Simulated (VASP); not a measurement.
# HfO2 (Fm-3m) in VASP: notebook

HfO2 is run at these levels: PBE; tasks: single point.

Everything below comes from runs of VASP 6.6.1. Logs are shortened: lines on timing, memory, paths and dates and some standing lists are left out, and cuts for length are marked.

### Step 1. The cell of the first run

The structure is cubic, space group Fm-3m (No. 225). Conventional cell: a = 4.732 Å, b = 4.732 Å, c = 4.732 Å, α = 90.00°, β = 90.00°, γ = 90.00°. Within 2.7 Å of Hf (site symmetry m-3m) lie 8 O at 2.05 Å. O (site symmetry -43m) has 4 Hf at 2.05 Å and 6 O at 2.37 Å within 2.7 Å.

### Step 2. Single point, PBE (volume scaled by 0.800)

File INCAR:

```
SYSTEM = HfO2
PREC = Accurate ; ENCUT = 520
EDIFF = 1E-6 ; ISMEAR = 0
SIGMA = 0.05 ; LREAL = .False.
LASPH = .True. ; NELM = 60
ALGO = Normal ; ISIF = 2
LWAVE = .False. ; LCHARG = .False.
GGA = PE ; NBANDS = 18
```

File KPOINTS:

```
regular mesh
0
Gamma
  8 8 8
  0 0 0
```

File POSCAR:

```
HfO2
1.0
    0.0000000000      2.3660843218      2.3660843218
    2.3660843218      0.0000000000      2.3660843218
    2.3660843218      2.3660843218      0.0000000000
Hf O
1 2
Direct
    0.0000000000      0.0000000000      0.0000000000
    0.2500000000      0.2500000000      0.2500000000
    0.7500000000      0.7500000000      0.7500000000
```

Potentials or basis: VASP PAW PBE potentials, release 64 (Hf_pv, O).

On the command line:

```bash
cat potpaw_PBE.64/Hf_pv/POTCAR potpaw_PBE.64/O/POTCAR > POTCAR
mpirun -np 1 vasp_std > vasp.out
```

OUTCAR:

```text
SYSTEM = HfO2
   PREC = Accurate
   ENCUT = 520
   EDIFF = 1E-6
   ISMEAR = 0
   LREAL = .False.
   LASPH = .True.
   NELM = 60
   ISIF = 2
   GGA = PE

 ion  position               nearest neighbor table
   1  0.000  0.000  0.000-   3 2.05   3 2.05   3 2.05   2 2.05   3 2.05   2 2.05   2 2.05   2 2.05

   2  0.250  0.250  0.250-   1 2.05   1 2.05   1 2.05   1 2.05
   3  0.750  0.750  0.750-   1 2.05   1 2.05   1 2.05   1 2.05

  LATTYP: Found a face centered cubic cell.
 ALAT       =     4.7321686436

  Lattice vectors:

 A1 = (   0.0000000000,   2.3660843218,   2.3660843218)
 A2 = (   2.3660843218,   0.0000000000,   2.3660843218)
 A3 = (   2.3660843218,   2.3660843218,   0.0000000000)

Analysis of symmetry for initial positions (statically):
=====================================================================
 Subroutine PRICEL returns:
 Original cell was already a primitive cell.

 Routine SETGRP: Setting up the symmetry group for a
 face centered cubic supercell.

 Subroutine GETGRP returns: Found 48 space group operations
 (whereof 48 operations were pure point group operations)
 out of a pool of 48 trial point group operations.

The static configuration has the point symmetry O_h .

Analysis of symmetry for dynamics (positions and initial velocities):
=====================================================================
 Subroutine PRICEL returns:
 Original cell was already a primitive cell.

 Routine SETGRP: Setting up the symmetry group for a
 face centered cubic supercell.

 Subroutine GETGRP returns: Found 48 space group operations
 (whereof 48 operations were pure point group operations)
 out of a pool of 48 trial point group operations.

The dynamic configuration has the point symmetry O_h .

 Subroutine INISYM returns: Found 48 space group operations
 (whereof 48 operations are pure point group operations),
 and found     1 'primitive' translations

----------------------------------------------------------------------------------------

                                     Primitive cell

  volume of cell :      26.4924

  direct lattice vectors                    reciprocal lattice vectors
     0.000000000  2.366084322  2.366084322    -0.211319603  0.211319603  0.211319603
     2.366084322  0.000000000  2.366084322     0.211319603 -0.211319603  0.211319603
     2.366084322  2.366084322  0.000000000     0.211319603  0.211319603 -0.211319603

  length of vectors
     3.346148538  3.346148538  3.346148538     0.366016289  0.366016289  0.366016289

  position of ions in fractional coordinates (direct lattice)
     0.000000000  0.000000000  0.000000000
     0.250000000  0.250000000  0.250000000
     0.750000000  0.750000000  0.750000000

  ion indices of the primitive-cell ions
   primitive index   ion index
                 1           1
                 2           2
                 3           3

----------------------------------------------------------------------------------------

 KPOINTS: regular mesh

Automatic generation of k-mesh.
 Grid dimensions read from file:
 generate k-points for:    8    8    8

 Generating k-lattice:

  Cartesian coordinates                     Fractional coordinates (reciprocal lattice)
    -0.026414950  0.026414950  0.026414950     0.125000000  0.000000000  0.000000000
     0.026414950 -0.026414950  0.026414950     0.000000000  0.125000000  0.000000000
     0.026414950  0.026414950 -0.026414950     0.000000000  0.000000000  0.125000000

  Length of vectors
     0.045752036  0.045752036  0.045752036

  Shift w.r.t. Gamma in fractional coordinates (k-lattice)
     0.000000000  0.000000000  0.000000000

 Subroutine IBZKPT returns following result:
 ===========================================

 Found     29 irreducible k-points:

 Following reciprocal coordinates:
            Coordinates               Weight
  0.000000  0.000000  0.000000      1.000000
  0.125000  0.000000  0.000000      8.000000
  0.250000  0.000000  0.000000      8.000000
  0.375000  0.000000  0.000000      8.000000
  0.500000  0.000000  0.000000      4.000000
  0.125000  0.125000  0.000000      6.000000
[... 16 lines left out ...]
  0.500000  0.250000  0.125000     48.000000
 -0.375000  0.250000  0.125000     24.000000
 [... further k-points ...]
   k-points           NKPTS =     29   k-points in BZ     NKDIM =     29   number of bands    NBANDS=     18
   number of dos      NEDOS =    301   number of ions     NIONS =      3
   total plane-waves  NPLWV =  21952
   dimension x,y,z NGX =    28 NGY =   28 NGZ =   28
   dimension x,y,z NGXF=    56 NGYF=   56 NGZF=   56
   ions per type =               1   2
   NGX,Y,Z   is equivalent  to a cutoff of  13.91, 13.91, 13.91 a.u.
   NGXF,Y,Z  is equivalent  to a cutoff of  27.82, 27.82, 27.82 a.u.
 SYSTEM =  HfO2
   PREC   = accura    normal or accurate (medium, high low for compatibility)
   ISTART =      0    job   : 0-new  1-cont  2-samecut
   ICHARG =      2    charge: 1-file 2-atom 10-const
   ISPIN  =      1    spin polarized calculation?
   LNONCOLLINEAR =      F non collinear calculations
   LSORBIT =      F    spin-orbit coupling
   LASPH  =      T    aspherical Exc in radial PAW
   ENCUT  =  520.0 eV  38.22 Ry    6.18 a.u.   6.22  6.22  6.22*2*pi/ulx,y,z
   NELM   =     60;   NELMIN=  2; NELMDL= -5     # of ELM steps
   EDIFF  = 0.1E-05   stopping-criterion for ELM
   LREAL  =      F    real-space projection
   EDIFFG = 0.1E-04   stopping-criterion for IOM
   NSW    =      0    number of steps for IOM
   IBRION =     -1    ionic relax: 0-MD 1-quasi-New 2-CG
   NFREE  =      0    steps in history (QN), initial steepest desc. (CG)
   ISIF   =      2    stress and relaxation
   ISYM   =      2    0-nonsym 1-usesym 2-fastsym
   POTIM  = 0.5000    time-step for ionic-motion
   TEBEG  =    0.0;   TEEND  =   0.0 temperature during run
   PSTRESS=    0.0 pullay stress
   NELECT =      22.0000    total number of electrons
   NUPDOWN=      -1.0000    fix difference up-down
   EMIN   =  10.00;   EMAX   =-10.00  energy-range for DOS
   EFERMI =   0.00;   METHOD = LEGACY
   ISMEAR =     0;   SIGMA  =   0.05  broadening in eV -4-tet -1-fermi 0-gaus
   EFERMI_NEDOS =   21; number of points for ismear=-14 and -15
   IALGO  =     38    algorithm
   IMIX   =      4    mixing-type and parameters
     AMIX     =   0.40;   BMIX     =  1.00
     AMIX_MAG =   1.60;   BMIX_MAG =  1.00
  volume/ion in A,a.u.               =       8.83        59.59
  Fermi-wavevector in a.u.,A,eV,Ry     =   1.538776  2.907866 32.216320  2.367833
  Thomas-Fermi vector in A             =   2.645097
   LORBIT       =      0    0 simple, 1 ext, 2 COOP (PROOUT), +10 PAW based schemes
   GGA     = PE    functional components
   LHFCALC =     F    Hartree Fock is set to
   AEXX    =    0.0000 exact exchange contribution
   IVDW    =     0    specifies the selected vdW correction
   LEPSILON=     F    determine dielectric tensor
   LRPA    =     F    only Hartree local field effects (RPA)
 non-spin polarized calculation
 Gauss-broadening in eV      SIGMA  =   0.05
  energy-cutoff  :      520.00
  volume of cell :       26.49
 maximum number of plane-waves:       725
 NGX is ok and might be reduce to    28
   NGX = 13   NGY = 13   NGZ = 13

 number of electron      21.9999997 magnetization

 Free energy of the ion-electron system (eV)
  ---------------------------------------------------
  ext. energy  EPLUGINS =         0.00000000
  ---------------------------------------------------
  free energy    TOTEN  =       -28.93205005 eV

  energy without entropy =      -28.93205005  energy(sigma->0) =      -28.93205005

 E-fermi :   6.5045     XC(G=0): -12.9879

 val. band max:        6.2100280198   @ k =   0.5000   0.5000   0.0000
 cond. band min:      10.5195968279   @ k =   0.0000   0.0000   0.0000
 fundamental gap:      4.3095688081
 Fermi energy:         6.5044797805

 k-point     1 :       0.0000    0.0000    0.0000
  band No.  band energies     occupation
      1     -22.5858      2.00000
      2     -22.5858      2.00000
      3     -22.5858      2.00000
      4     -13.9130      2.00000
      5      -9.7561      2.00000
      6      -0.5556      2.00000
[... 10 lines left out ...]
     17      19.4956      0.00000
     18      20.9182      0.00000

 k-point     2 :       0.1250    0.0000    0.0000
  band No.  band energies     occupation
      1     -22.7722      2.00000
      2     -22.6036      2.00000
      3     -22.6036      2.00000
      4     -13.5527      2.00000
      5     -10.0371      2.00000
      6      -0.3593      2.00000
[... 10 lines left out ...]
     17      19.0595      0.00000
     18      20.9125      0.00000

 k-point     3 :       0.2500    0.0000    0.0000
  band No.  band energies     occupation
      1     -23.1783      2.00000
      2     -22.6463      2.00000
      3     -22.6463      2.00000
      4     -12.7964      2.00000
      5     -10.4797      2.00000
      6       0.1116      2.00000
[... 10 lines left out ...]
     17      18.3574      0.00000
     18      20.8806      0.00000

 k-point     4 :       0.3750    0.0000    0.0000
  band No.  band energies     occupation
      1     -23.5372      2.00000
      2     -22.6885      2.00000
      3     -22.6885      2.00000
      4     -12.4072      2.00000
      5     -10.4036      2.00000
      6       0.5428      2.00000
[... 375 lines left out ...]
      4     -12.0613      2.00000
      5     -10.9014      2.00000
      6       0.2626      2.00000
[... 10 lines left out ...]
     17      18.3065      0.00000
     18      20.9001      0.00000

 k-point    23 :       0.5000    0.2500    0.1250
  band No.  band energies     occupation
      1     -23.4679      2.00000
      2     -22.9763      2.00000
      3     -22.7510      2.00000
      4     -11.6619      2.00000
      5     -10.8416      2.00000
      6       0.2821      2.00000
[... 10 lines left out ...]
     17      18.8666      0.00000
     18      20.8963      0.00000

 k-point    24 :      -0.3750    0.2500    0.1250
  band No.  band energies     occupation
      1     -23.5316      2.00000
      2     -23.0355      2.00000
      3     -22.7749      2.00000
      4     -11.6924      2.00000
      5     -10.5845      2.00000
      6       0.3033      2.00000
[... 10 lines left out ...]
     17      18.6755      0.00000
     18      20.8964      0.00000

 [... further k-points ...]

------------------------ aborting loop because EDIFF is reached ----------------------------------------

  FORCE on cell =-STRESS in cart. coord.  units (eV):
  Direction    XX          YY          ZZ          XY          YZ          ZX
  --------------------------------------------------------------------------------------
  -------------------------------------------------------------------------------------
  Total       13.5315225     13.5315225     13.5315225      0.0000000      0.0000000     -0.0000000
  in kB      818.3453087    818.3453087    818.3453087      0.0000000      0.0000000     -0.0000000
  external PRESSURE =     818.3453087 kB  Pullay stress =       0.0000000 kB

 VOLUME and BASIS-vectors are now :
 -----------------------------------------------------------------------------
  energy-cutoff  :      520.00
  volume of cell :       26.49
      direct lattice vectors                 reciprocal lattice vectors
     0.000000000  2.366084322  2.366084322    -0.211319603  0.211319603  0.211319603
     2.366084322  0.000000000  2.366084322     0.211319603 -0.211319603  0.211319603
     2.366084322  2.366084322  0.000000000     0.211319603  0.211319603 -0.211319603

 POSITION                                       TOTAL-FORCE (eV/Angst)
 -----------------------------------------------------------------------------------
      0.00000      0.00000      0.00000        -0.000000     -0.000000     -0.000000
      1.18304      1.18304      1.18304        -0.000000      0.000000     -0.000000
      3.54913      3.54913      3.54913         0.000000      0.000000      0.000000
 -----------------------------------------------------------------------------------
    total drift:                                0.000000      0.000000      0.000000

  FREE ENERGIE OF THE ION-ELECTRON SYSTEM (eV)
  ---------------------------------------------------
  free  energy   TOTEN  =       -28.9320500503 eV

  energy  without entropy=      -28.9320500503  energy(sigma->0) =      -28.93205005
```

Run time: 14 s. Hardware: 1 thread of Intel Xeon 6975P-C, shared host; peak memory 0.16 GiB.

Results:

```
Free energy            : -28.9321 eV
Pressure               : 81.8 GPa
Band gap on the k mesh : 4.31 eV, indirect (least direct gap 4.35 eV)
```

Levels at points of the mesh, in eV from the valence-band top:
| k point | band 9 | band 10 | band 11 | band 12 | band 13 | band 14 |
| --- | --- | --- | --- | --- | --- | --- |
| (0.00, 0.00, 0.00) | -0.72 | -0.72 | -0.72 | 4.31 | 4.31 | 7.51 |
| (0.50, 0.00, 0.00) | -3.18 | -2.04 | -2.04 | 5.35 | 5.35 | 9.14 |
| (0.50, 0.50, 0.00) | -1.92 | -1.92 | 0.00 | 4.35 | 6.63 | 8.74 |

Caveat: spin-orbit coupling is left out, which moves the levels of the heavy elements.

### Step 3. Single point, PBE (volume scaled by 0.840)

File INCAR:

```
SYSTEM = HfO2
PREC     = Accurate       ! precision mode
ENCUT    = 520            ! plane-wave cutoff, eV
EDIFF    = 1E-6           ! SCF threshold, eV
ISMEAR   = 0              ! smearing method
SIGMA    = 0.05           ! smearing width, eV
LREAL    = .FALSE.        ! projectors in reciprocal space
LASPH    = .TRUE.         ! aspherical terms in the spheres
NELM     = 100            ! most SCF steps
ALGO     = Normal         ! electronic algorithm
ISIF     = 2              ! what is computed and relaxed
LWAVE    = .FALSE.        ! write WAVECAR
LCHARG   = .FALSE.        ! write CHGCAR
GGA      = PE             ! functional
NBANDS   = 18             ! bands
```

File KPOINTS:

```
Automatic mesh
0
G
  8 8 8
  0 0 0
```

File POSCAR:

```
HfO2
1.0
    0.0000000000      2.4048794846      2.4048794846
    2.4048794846      0.0000000000      2.4048794846
    2.4048794846      2.4048794846      0.0000000000
Hf O
1 2
Direct
    0.0000000000      0.0000000000      0.0000000000
    0.2500000000      0.2500000000      0.2500000000
    0.7500000000      0.7500000000      0.7500000000
```

Potentials or basis: VASP PAW PBE potentials, release 64 (Hf_pv, O).

On the command line:

```bash
cat potpaw_PBE.64/Hf_pv/POTCAR potpaw_PBE.64/O/POTCAR > POTCAR
mpirun -np 1 vasp_std > vasp.out
```

Wall time 15 s (1 thread of Intel Xeon 6975P-C, shared host); peak memory 0.16 GiB.

Results (log left out):

```
Free energy            : -29.5026 eV
Pressure               : 56.5 GPa
Band gap on the k mesh : 4.22 eV, direct
```

Levels at points of the mesh, in eV from the valence-band top:
| k point | band 7 | band 8 | band 9 | band 10 | band 11 | band 12 | band 13 | band 14 | band 15 | band 16 |
| --- | --- | --- | --- | --- | --- | --- | --- | --- | --- | --- |
| (0.00, 0.00, 0.00) | -6.40 | -6.40 | -0.69 | -0.69 | -0.69 | 4.22 | 4.22 | 7.11 | 12.56 | 12.56 |
| (0.50, 0.00, 0.00) | -5.21 | -3.27 | -3.08 | -2.00 | -2.00 | 5.18 | 5.18 | 8.60 | 9.57 | 11.19 |
| (0.50, 0.50, 0.00) | -3.79 | -3.79 | -1.82 | -1.82 | 0.00 | 4.22 | 6.36 | 8.21 | 9.64 | 9.64 |

Caveat: spin-orbit coupling is left out, which moves the levels of the heavy elements.

[end of part 1 of 2]
